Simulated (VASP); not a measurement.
# Te2Mo (P6_3/mmc) in VASP: single point with r2SCAN

Aim: the single point of Te2Mo with r2SCAN.

Everything below comes from runs of VASP 6.6.1. Logs are shortened: lines on timing, memory, paths and dates and some standing lists are left out, and cuts for length are marked.

**The experiment to reproduce.**

From “Broadband infrared study of pressure-tunable Fano resonance and metallization transition in 2H-MoTe2”, 2022, pmc:9569381, for a bulk crystal of Te2Mo at 300 K: band gap 0.88 ± 0.05 eV (indirect).

The results are compared with them further down.

**1. The cell of the first run**

Symmetry: P6_3/mmc, No. 194, hexagonal system. Conventional cell: a = 3.564 Å, b = 3.564 Å, c = 14.720 Å, α = 90.00°, β = 90.00°, γ = 120.00°. Within 3.6 Å of Te (site symmetry 3m) lie 3 Mo at 2.73 Å and 7 Te at 3.56 to 3.58 Å. Within 3.6 Å of Mo (site symmetry -6m2) lie 6 Te at 2.73 Å and 6 Mo at 3.56 Å.

**2. Single point, r2SCAN, collinear spin**

Input file POSCAR:

```
Te2Mo
1.0
    3.5636797614      0.0000000000      0.0000000000
   -1.7818398807      3.0862372043      0.0000000000
    0.0000000000      0.0000000000     14.7197071926
Te Mo
4 2
Direct
    0.3333333333      0.6666666667      0.6284395073
    0.6666666667      0.3333333333      0.1284395073
    0.3333333333      0.6666666667      0.8715604927
    0.6666666667      0.3333333333      0.3715604927
    0.3333333333      0.6666666667      0.2500000000
    0.6666666667      0.3333333333      0.7500000000
```

Input file INCAR.step1:

```
PREC = Accurate
ENCUT = 520
ISMEAR = 0
SIGMA = 0.05
LREAL = False
LASPH = True
NELM = 150
ISPIN = 2
MAGMOM = 0 0 0 0 2 -2
LMAXMIX = 4
NBANDS = 39
GGA = PE
ALGO = Normal
EDIFF = 1E-4
LWAVE = True
LCHARG = False
```

Input file INCAR.step2:

```
PREC = Accurate
ENCUT = 520
EDIFF = 1E-6
ISMEAR = 0
SIGMA = 0.05
LREAL = False
LASPH = True
NELM = 150
ALGO = Normal
ISIF = 2
LWAVE = False
LCHARG = False
ISPIN = 2
MAGMOM = 0 0 0 0 2 -2
LORBIT = 11
LMAXMIX = 4
METAGGA = R2SCAN
LMIXTAU = True
NBANDS = 39
ISTART = 1
```

Input file KPOINTS:

```
Automatic mesh
0
Gamma
  8 8 2
```

Potentials or basis: VASP PAW PBE potentials, release 64 (Te, Mo_sv).

Started as:

```
$ cat potpaw_PBE.64/Te/POTCAR potpaw_PBE.64/Mo_sv/POTCAR > POTCAR
$ cp INCAR.step1 INCAR
$ mpirun -np 1 vasp_std > vasp.out
$ cp INCAR.step2 INCAR
$ mpirun -np 1 vasp_std > vasp.out
```

OUTCAR:

```text
PREC = Accurate
   ENCUT = 520
   EDIFF = 1E-6
   ISMEAR = 0
   LREAL = False
   LASPH = True
   NELM = 150
   ISIF = 2
   ISPIN = 2
   LORBIT = 11
   METAGGA = R2SCAN
   ISTART = 1

 ion  position               nearest neighbor table
   1  0.333  0.667  0.628-   6 2.73   6 2.73   6 2.73   3 3.58
   2  0.667  0.333  0.128-   5 2.73   5 2.73   5 2.73   4 3.58
   3  0.333  0.667  0.872-   6 2.73   6 2.73   6 2.73   1 3.58
   4  0.667  0.333  0.372-   5 2.73   5 2.73   5 2.73   2 3.58
   5  0.333  0.667  0.250-   2 2.73   4 2.73   2 2.73   4 2.73   2 2.73   4 2.73
   6  0.667  0.333  0.750-   1 2.73   3 2.73   1 2.73   3 2.73   1 2.73   3 2.73

  LATTYP: Found a hexagonal cell.
 ALAT       =     3.5636797614
 C/A-ratio  =     4.1304797788

  Lattice vectors:

 A1 = (   3.5636797614,   0.0000000000,   0.0000000000)
 A2 = (  -1.7818398807,   3.0862372043,   0.0000000000)
 A3 = (   0.0000000000,   0.0000000000,  14.7197071926)

Analysis of symmetry for initial positions (statically):
=====================================================================
 Subroutine PRICEL returns:
 Original cell was already a primitive cell.

 Routine SETGRP: Setting up the symmetry group for a
 hexagonal supercell.

 Subroutine GETGRP returns: Found 24 space group operations
 (whereof 12 operations were pure point group operations)
 out of a pool of 24 trial point group operations.

The static configuration has the point symmetry D_3d.
 The point group associated with its full space group is D_6h.

Analysis of symmetry for dynamics (positions and initial velocities):
=====================================================================
 Subroutine PRICEL returns:
 Original cell was already a primitive cell.

 Routine SETGRP: Setting up the symmetry group for a
 hexagonal supercell.

 Subroutine GETGRP returns: Found 24 space group operations
 (whereof 12 operations were pure point group operations)
 out of a pool of 24 trial point group operations.

The dynamic configuration has the point symmetry D_3d.
 The point group associated with its full space group is D_6h.

Analysis of structural, dynamic, and magnetic symmetry:
=====================================================================
 Subroutine PRICEL returns:
 Original cell was already a primitive cell.

 Routine SETGRP: Setting up the symmetry group for a
 hexagonal supercell.

 Subroutine GETGRP returns: Found 24 space group operations
 (whereof 12 operations were pure point group operations)
 out of a pool of 24 trial point group operations.

The overall configuration has the point symmetry D_3d.
 The point group associated with its full space group is D_6h.

 Subroutine INISYM returns: Found 24 space group operations
 (whereof 12 operations are pure point group operations),
 and found     1 'primitive' translations

----------------------------------------------------------------------------------------

                                     Primitive cell

  volume of cell :     161.8927

  direct lattice vectors                    reciprocal lattice vectors
     3.563679761  0.000000000  0.000000000     0.280608828  0.162009582  0.000000000
    -1.781839881  3.086237204  0.000000000     0.000000000  0.324019164  0.000000000
     0.000000000  0.000000000 14.719707193     0.000000000  0.000000000  0.067936134

  length of vectors
     3.563679761  3.563679761 14.719707193     0.324019164  0.324019164  0.067936134

  position of ions in fractional coordinates (direct lattice)
     0.333333333  0.666666667  0.628439507
     0.666666667  0.333333333  0.128439507
     0.333333333  0.666666667  0.871560493
     0.666666667  0.333333333  0.371560493
     0.333333333  0.666666667  0.250000000
     0.666666667  0.333333333  0.750000000

  ion indices of the primitive-cell ions
   primitive index   ion index
                 1           1
                 2           2
                 3           3
                 4           4
                 5           5
                 6           6

----------------------------------------------------------------------------------------

 KPOINTS: Automatic mesh
[... 44 lines left out ...]
  0.375000  0.250000  0.500000      6.000000
   k-points           NKPTS =     20   k-points in BZ     NKDIM =     20   number of bands    NBANDS=     39
   number of dos      NEDOS =    301   number of ions     NIONS =      6
   total plane-waves  NPLWV =  87808
   dimension x,y,z NGX =    28 NGY =   28 NGZ =  112
   dimension x,y,z NGXF=    56 NGYF=   56 NGZF=  224
   ions per type =               4   2
   NGX,Y,Z   is equivalent  to a cutoff of  13.06, 13.06, 12.65 a.u.
   NGXF,Y,Z  is equivalent  to a cutoff of  26.12, 26.12, 25.30 a.u.
 SYSTEM =  unknown system
   PREC   = accura    normal or accurate (medium, high low for compatibility)
   ISTART =      1    job   : 0-new  1-cont  2-samecut
   ICHARG =      0    charge: 1-file 2-atom 10-const
   ISPIN  =      2    spin polarized calculation?
   LNONCOLLINEAR =      F non collinear calculations
   LSORBIT =      F    spin-orbit coupling
   LASPH  =      T    aspherical Exc in radial PAW
   ENCUT  =  520.0 eV  38.22 Ry    6.18 a.u.   6.63  6.63 27.37*2*pi/ulx,y,z
   NELM   =    150;   NELMIN=  2; NELMDL=  0     # of ELM steps
   EDIFF  = 0.1E-05   stopping-criterion for ELM
   LREAL  =      F    real-space projection
   EDIFFG = 0.1E-04   stopping-criterion for IOM
   NSW    =      0    number of steps for IOM
   IBRION =     -1    ionic relax: 0-MD 1-quasi-New 2-CG
   NFREE  =      0    steps in history (QN), initial steepest desc. (CG)
   ISIF   =      2    stress and relaxation
   ISYM   =      2    0-nonsym 1-usesym 2-fastsym
   POTIM  = 0.5000    time-step for ionic-motion
   TEBEG  =    0.0;   TEEND  =   0.0 temperature during run
   PSTRESS=    0.0 pullay stress
   NELECT =      52.0000    total number of electrons
   NUPDOWN=      -1.0000    fix difference up-down
   EMIN   =  10.00;   EMAX   =-10.00  energy-range for DOS
   EFERMI =   0.00;   METHOD = LEGACY
   ISMEAR =     0;   SIGMA  =   0.05  broadening in eV -4-tet -1-fermi 0-gaus
   EFERMI_NEDOS =   21; number of points for ismear=-14 and -15
   IALGO  =     38    algorithm
   IMIX   =      4    mixing-type and parameters
     AMIX     =   0.40;   BMIX     =  1.00
     AMIX_MAG =   1.60;   BMIX_MAG =  1.00
  volume/ion in A,a.u.               =      26.98       182.08
  Fermi-wavevector in a.u.,A,eV,Ry     =   1.121158  2.118682 17.102465  1.256996
  Thomas-Fermi vector in A             =   2.257810
   LORBIT       =     11    0 simple, 1 ext, 2 COOP (PROOUT), +10 PAW based schemes
   METAGGA = R2SCAN    functional components
   LHFCALC =     F    Hartree Fock is set to
   AEXX    =    0.0000 exact exchange contribution
   IVDW    =     0    specifies the selected vdW correction
   LEPSILON=     F    determine dielectric tensor
   LRPA    =     F    only Hartree local field effects (RPA)
 spin polarized calculation
 Gauss-broadening in eV      SIGMA  =   0.05
  energy-cutoff  :      520.00
  volume of cell :      161.89
 maximum number of plane-waves:      4410
 NGX is ok and might be reduce to    28
   NGX = 13   NGY = 13   NGZ = 55

 number of electron      52.0000002 magnetization       0.0000000

 number of electron      52.0000002 magnetization      -0.0000000

 Free energy of the ion-electron system (eV)
  ---------------------------------------------------
  ext. energy  EPLUGINS =         0.00000000
  ---------------------------------------------------
  free energy    TOTEN  =      -155.66580768 eV

  energy without entropy =     -155.66580768  energy(sigma->0) =     -155.66580768

 E-fermi :   7.2927     XC(G=0): -10.5256

 val. band max:        6.9764996852   @ k =   0.0000   0.0000   0.0000
 cond. band min:       8.0954937165   @ k =   0.2500   0.1250   0.0000
 fundamental gap:      1.1189940313
 Fermi energy:         7.2927441289

 spin component 1

 k-point     1 :       0.0000    0.0000    0.0000
  band No.  band energies     occupation
      1     -55.7309      1.00000
      2     -55.7309      1.00000
      3     -29.1492      1.00000
      4     -29.1492      1.00000
      5     -29.0620      1.00000
      6     -29.0620      1.00000
[... 809 lines left out ...]
     37      13.2685      0.00000
     38      13.2685      0.00000
 Fermi energy:         7.2927441289

 spin component 2

 k-point     1 :       0.0000    0.0000    0.0000
  band No.  band energies     occupation
      1     -55.7309      1.00000
      2     -55.7309      1.00000
      3     -29.1492      1.00000
      4     -29.1492      1.00000
      5     -29.0620      1.00000
      6     -29.0620      1.00000
[... 809 lines left out ...]
     37      13.2685      0.00000
     38      13.2685      0.00000
 [bands above 38 left out]

------------------------ aborting loop because EDIFF is reached ----------------------------------------

  FORCE on cell =-STRESS in cart. coord.  units (eV):
  Direction    XX          YY          ZZ          XY          YZ          ZX
  --------------------------------------------------------------------------------------
  -------------------------------------------------------------------------------------
  Total        0.0859564      0.0859564      0.2026291      0.0000000      0.0000000      0.0000000
  in kB        0.8506710      0.8506710      2.0053271      0.0000000      0.0000000      0.0000000
  external PRESSURE =       1.2355564 kB  Pullay stress =       0.0000000 kB

 VOLUME and BASIS-vectors are now :
 -----------------------------------------------------------------------------
  energy-cutoff  :      520.00
  volume of cell :      161.89
      direct lattice vectors                 reciprocal lattice vectors
     3.563679761  0.000000000  0.000000000     0.280608828  0.162009582  0.000000000
    -1.781839881  3.086237204  0.000000000     0.000000000  0.324019164  0.000000000
     0.000000000  0.000000000 14.719707193     0.000000000  0.000000000  0.067936134

 POSITION                                       TOTAL-FORCE (eV/Angst)
 -----------------------------------------------------------------------------------
     -0.00000      2.05749      9.25045        -0.000000     -0.000000     -0.027510
      1.78184      1.02875      1.89059         0.000000     -0.000000     -0.027510
     -0.00000      2.05749     12.82912         0.000000     -0.000000      0.027510
      1.78184      1.02875      5.46926         0.000000      0.000000      0.027510
     -0.00000      2.05749      3.67993        -0.000000     -0.000000      0.000000
      1.78184      1.02875     11.03978         0.000000      0.000000      0.000000
 -----------------------------------------------------------------------------------
    total drift:                               -0.000000      0.000000     -0.000000

  FREE ENERGIE OF THE ION-ELECTRON SYSTEM (eV)
  ---------------------------------------------------
  free  energy   TOTEN  =      -155.6658076826 eV

  energy  without entropy=     -155.6658076826  energy(sigma->0) =     -155.66580768

 total charge

# of ion       s       p       d       tot
------------------------------------------
    1        1.391   2.014   0.062   3.467
    2        1.391   2.014   0.062   3.467
    3        1.391   2.014   0.062   3.467
    4        1.391   2.014   0.062   3.467
    5        2.246   6.146   3.937  12.329
    6        2.246   6.146   3.937  12.329
--------------------------------------------------
tot         10.055  20.349   8.122  38.526

 magnetization (x)

# of ion       s       p       d       tot
------------------------------------------
    1        0.000  -0.000  -0.000  -0.000
    2       -0.000   0.000   0.000   0.000
    3        0.000  -0.000  -0.000  -0.000
    4       -0.000   0.000   0.000   0.000
    5       -0.000   0.000  -0.000  -0.000
    6        0.000  -0.000   0.000   0.000
--------------------------------------------------
tot          0.000   0.000   0.000   0.000
```

Run time: 15 min. Hardware: 1 thread of Intel Xeon 8259CL, shared host; peak memory 0.5 GiB.

What came out:

```yaml
Free_energy: -155.6658 eV
Pressure: 0.1 GPa
Largest_force: 0.028 eV/Å
Band_gap_on_the_k_mesh: 1.12 eV (least direct gap 1.26 eV)
Net_moment: 0.00 μB per cell
Valence_electrons_inside_the_program's_atomic_spheres: Te 3.47; Mo 12.33
```

Forces on the atoms (eV/Å):
```
Te   0.000  0.000 -0.028
Te   0.000  0.000 -0.028
Te   0.000  0.000  0.028
Te   0.000  0.000  0.028
Mo   0.000  0.000  0.000
Mo   0.000  0.000  0.000
```

Caveat: the PAW data sets were made with another functional, which shifts forces and pressure a little; spin-orbit coupling is left out, which moves the levels of the heavy elements.

**3. Comparison with measurements**

Step 2. Measured gap of Te2Mo: 0.88 eV (indirect; 300 K; quoted in “Broadband infrared study of pressure-tunable Fano resonance and metallization transition in 2H-MoTe2”, 2022, pmc:9569381). This calculation gives 1.12 eV (+0.24 eV). Spin-orbit coupling on Mo, Te is left out. The value is that of r2SCAN on a finite k mesh, which can miss the band edges, without temperature or zero-point motion.
